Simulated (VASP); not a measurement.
# Zn (R-3m) in VASP: further runs, part 2 of 2

VASP 6.6.1. Earlier steps stand in the parts before.

## 4. Single point, r2SCAN

This run uses another cell than the first one, of 17.63 Å³/atom.

POSCAR reads:

```
Zn
1.0
    1.4671859615      0.8470802098      7.0908176894
   -1.4671859615      0.8470802098      7.0908176894
    0.0000000000     -1.6941604196      7.0908176894
Zn
3
Direct
    0.0000000000      0.0000000000      0.0000000000
    0.2222200000      0.2222200000      0.2222200000
    0.7777800000      0.7777800000      0.7777800000
```

INCAR.step1 reads:

```
ALGO     = Normal         # electronic algorithm
EDIFF    = 1E-4           # SCF threshold, eV
ENCUT    = 520            # plane-wave cutoff, eV
GGA      = PE             # functional
ISMEAR   = 0              # smearing method
LASPH    = T              # aspherical terms in the spheres
LCHARG   = F              # write CHGCAR
LREAL    = F              # projectors in reciprocal space
LWAVE    = T              # write WAVECAR
NBANDS   = 25             # bands
NELM     = 80             # most SCF steps
PREC     = Accurate       # precision mode
SIGMA    = 0.1            # smearing width, eV
```

INCAR.step2 reads:

```
ALGO     = Normal         # electronic algorithm
EDIFF    = 1E-6           # SCF threshold, eV
ENCUT    = 520            # plane-wave cutoff, eV
ISIF     = 2              # what is computed and relaxed
ISMEAR   = 0              # smearing method
ISTART   = 1            
LASPH    = T              # aspherical terms in the spheres
LCHARG   = F              # write CHGCAR
LMIXTAU  = T            
LREAL    = F              # projectors in reciprocal space
LWAVE    = F              # write WAVECAR
METAGGA  = R2SCAN         # meta-GGA
NBANDS   = 25             # bands
NELM     = 80             # most SCF steps
PREC     = Accurate       # precision mode
SIGMA    = 0.1            # smearing width, eV
```

KPOINTS reads:

```
k-points
0
Gamma
  9 9 9
```

Potentials or basis: VASP PAW PBE potentials, release 64 (Zn).

Launch:

```sh
$ cat potpaw_PBE.64/Zn/POTCAR > POTCAR
$ cp INCAR.step1 INCAR
$ mpirun -np 1 vasp_std > vasp.out
$ cp INCAR.step2 INCAR
$ mpirun -np 1 vasp_std > vasp.out
```

OUTCAR:

```text
EDIFF = 1E-6
   ENCUT = 520
   ISIF = 2
   ISMEAR = 0
   ISTART = 1
   LASPH = T
   LREAL = F
   METAGGA = R2SCAN
   NELM = 80
   PREC = Accurate

 ion  position               nearest neighbor table
   1  0.000  0.000  0.000-   3 2.91   2 2.91   3 2.91   3 2.91   2 2.91   2 2.91
   2  0.222  0.222  0.222-   3 2.91   3 2.91   3 2.91   1 2.91   1 2.91   1 2.91
   3  0.778  0.778  0.778-   2 2.91   2 2.91   2 2.91   1 2.91   1 2.91   1 2.91

[... 869 lines left out ...]

  FORCE on cell =-STRESS in cart. coord.  units (eV):
  Direction    XX          YY          ZZ          XY          YZ          ZX
  --------------------------------------------------------------------------------------
  -------------------------------------------------------------------------------------
  Total       -3.4748793     -3.4748793     -3.8583537      0.0000000     -0.0000000     -0.0000000
  in kB     -105.2914345   -105.2914345   -116.9109925      0.0000000     -0.0000000     -0.0000000
  external PRESSURE =    -109.1646205 kB  Pullay stress =       0.0000000 kB

 VOLUME and BASIS-vectors are now :
 -----------------------------------------------------------------------------
  energy-cutoff  :      520.00
  volume of cell :       52.88
      direct lattice vectors                 reciprocal lattice vectors
     1.467185962  0.847080210  7.090817689     0.340788430  0.196754292  0.047009153
    -1.467185962  0.847080210  7.090817689    -0.340788430  0.196754292  0.047009153
     0.000000000 -1.694160420  7.090817689     0.000000000 -0.393508583  0.047009153

 POSITION                                       TOTAL-FORCE (eV/Angst)
 -----------------------------------------------------------------------------------
      0.00000      0.00000      0.00000         0.000000      0.000000      0.000000
      0.00000      0.00000      4.72716         0.000000     -0.000000      0.002717
      0.00000      0.00000     16.54529         0.000000     -0.000000     -0.002717
 -----------------------------------------------------------------------------------
    total drift:                                0.000000     -0.000000      0.000000

  FREE ENERGIE OF THE ION-ELECTRON SYSTEM (eV)
  ---------------------------------------------------
  free  energy   TOTEN  =       -26.1831380884 eV

  energy  without entropy=      -26.1788239473  energy(sigma->0) =      -26.18098102
```

Run time: 13 min. Hardware: 1 thread of Intel Xeon 6975P-C (Granite Rapids), shared host; peak memory 0.45 GiB.

What came out:

* Free energy: -26.1831 eV
* Pressure: -10.9 GPa
* Band gap on the k mesh: zero (bands 18 and 19 overlap by 2.38 eV)

Forces in eV/Å, atoms in the order of the input:
```
Zn   0.000  0.000  0.000
Zn   0.000  0.000  0.003
Zn   0.000  0.000 -0.003
```

Stress tensor (GPa, compression positive):
```
-10.53   0.00   0.00
  0.00 -10.53   0.00
  0.00   0.00 -11.69
```

Caveat: the cell stands under tension; the PAW data sets were made with another functional, which shifts forces and pressure a little.

## 5. Relaxation of cell and atoms, r2SCAN

This run uses another cell than the first one, of 17.63 Å³/atom.

POSCAR is that of step 4.

INCAR.step1 reads:

```
SYSTEM = Zn
PREC = Accurate
ENCUT = 600
ISMEAR = 0
SIGMA = 0.1
LREAL = .False.
LASPH = .True.
NELM = 100
GGA = PE
ALGO = Normal
EDIFF = 1E-4
LWAVE = .True.
LCHARG = .False.
```

INCAR.step2 reads:

```
SYSTEM = Zn
PREC = Accurate
ENCUT = 600
EDIFF = 1E-6
ISMEAR = 0
SIGMA = 0.1
LREAL = .False.
LASPH = .True.
NELM = 100
ALGO = Normal
ISIF = 3
LWAVE = .False.
LCHARG = .False.
METAGGA = R2SCAN
LMIXTAU = .True.
IBRION = 2
NSW = 90
EDIFFG = -0.04
ISTART = 1
```

KPOINTS reads:

```
regular mesh
0
Gamma
  6 6 6
  0 0 0
```

Launch:

```sh
$ cat potpaw_PBE.64/Zn/POTCAR > POTCAR
$ cp INCAR.step1 INCAR
$ mpirun -np 1 vasp_std > vasp.out
$ cp INCAR.step2 INCAR
$ mpirun -np 1 vasp_std > vasp.out
```

It took 57 min on 1 thread of Intel Xeon 6975P-C (Granite Rapids), shared host; peak memory 0.58 GiB.

The run converged. Its results:

```yaml
Free_energy: -26.5971 eV
Relaxed_volume: 14.33 Å³/atom
Relaxed_cell: a = 6.386 Å, b = 6.386 Å, c = 6.386 Å, α = 25.65°, β = 25.65°, γ = 25.65°
Space_group_after_relaxing_to_0.1_Å: R-3m (No. 166)
Energy_gained_by_relaxing: 182.5 meV/atom
Ionic_steps: 13
Pressure_after_relaxing: 0.0 GPa
Largest_force_after_relaxing: 0.027 eV/Å
Band_gap_on_the_k_mesh: zero (bands 18 and 19 overlap by 2.02 eV)
```

Forces in eV/Å, atoms in the order of the input:
```
Zn   0.000  0.000  0.000
Zn   0.000  0.000  0.027
Zn   0.000  0.000 -0.027
```

Stress tensor (GPa, compression positive):
```
-0.01  0.00  0.00
 0.00 -0.01  0.00
 0.00  0.00 -0.10
```

The path:
```csv
step,energy change (eV),largest force (eV/Å),pressure (GPa),volume (Å³)
1,0.0000,0.0014,-10.61,52.88
2,-0.4282,0.0558,-3.14,44.44
3,-0.4486,0.0650,-0.49,42.98
4,-0.4495,0.0669,0.22,42.66
5,-0.4750,0.0273,0.21,42.52
6,-0.5407,0.0987,1.93,42.03
7,-0.5409,0.1106,2.21,41.96
8,-0.5433,0.0896,0.18,42.99
9,-0.5451,0.0974,1.08,42.56
10,-0.5450,0.0959,0.79,42.65
11,-0.5474,0.0570,-0.01,42.97
12,-0.5474,0.0517,-0.11,43.02
13,-0.5476,0.0268,-0.04,42.98
```

Final structure:
```
Zn
1.0
     1.41772    0.81852    6.17255
    -1.41772    0.81852    6.17255
     0.00000   -1.63705    6.17255
Zn
3
Direct
  0.00000 0.00000 0.00000
  0.22192 0.22192 0.22192
  0.77808 0.77808 0.77808
```

Levels at points of the mesh, in eV from the Fermi level:
| k point | band 14 | band 15 | band 16 | band 17 | band 18 | band 19 | band 20 | band 21 | band 22 |
| --- | --- | --- | --- | --- | --- | --- | --- | --- | --- |
| (0.00, 0.00, 0.00) | -7.43 | -7.32 | -7.32 | -6.40 | -6.37 | 6.84 | 6.88 | 15.02 | 15.02 |
| (0.50, 0.00, 0.00) | -7.29 | -7.25 | -3.83 | -3.37 | -1.96 | 0.44 | 1.78 | 2.81 | 9.01 |
| (0.50, 0.50, 0.00) | -7.25 | -7.17 | -3.46 | -3.11 | -2.76 | -0.78 | 3.19 | 5.00 | 7.29 |
| (0.50, 0.50, 0.50) | -7.54 | -7.54 | -7.26 | -7.26 | -2.28 | 0.69 | 14.37 | 14.37 | 15.85 |

Caveat: the k points lie up to 0.43 Å⁻¹ apart in the final cell, too coarse for converged energies and pressures of a metal; the volume moved by over 15 % at a fixed basis, so the end points are rough; the PAW data sets were made with another functional, which shifts forces and pressure a little.

## 6. Overview

| task | cell | k mesh | cutoff (eV) | gap on the mesh (eV) | pressure (GPa) |
| --- | --- | --- | --- | --- | --- |
| single point | a = 6.370 Å, angles 25.7°, 3 atoms | 6 × 6 × 6 | 520 | none | 0.4 |
| single point | a = 6.480 Å, angles 24.9°, 3 atoms | 9 × 9 × 9 | 520 | none | 0.3 |
| single point | a = 7.290 Å, angles 23.2°, 3 atoms | 9 × 9 × 9 | 520 | none | -10.9 |
| relaxation of cell and atoms | relaxed from a = 7.290 Å, angles 23.2°, 3 atoms | 6 × 6 × 6 | 600 | none | 0.0 |

Alike in all rows: level r2SCAN; potentials or basis VASP PAW PBE potentials, release 64 (Zn); no spin polarisation; smearing gaussian 0.1 eV.

Caveats: some runs use coarse meshes; the PAW data sets were made with another functional, which shifts forces and pressure a little; the cell stands under tension (at least some runs); the volume moved by over 15 % at a fixed basis, so the end points are rough (at least some runs).

Absolute energies hang on the potentials; compare differences alone.
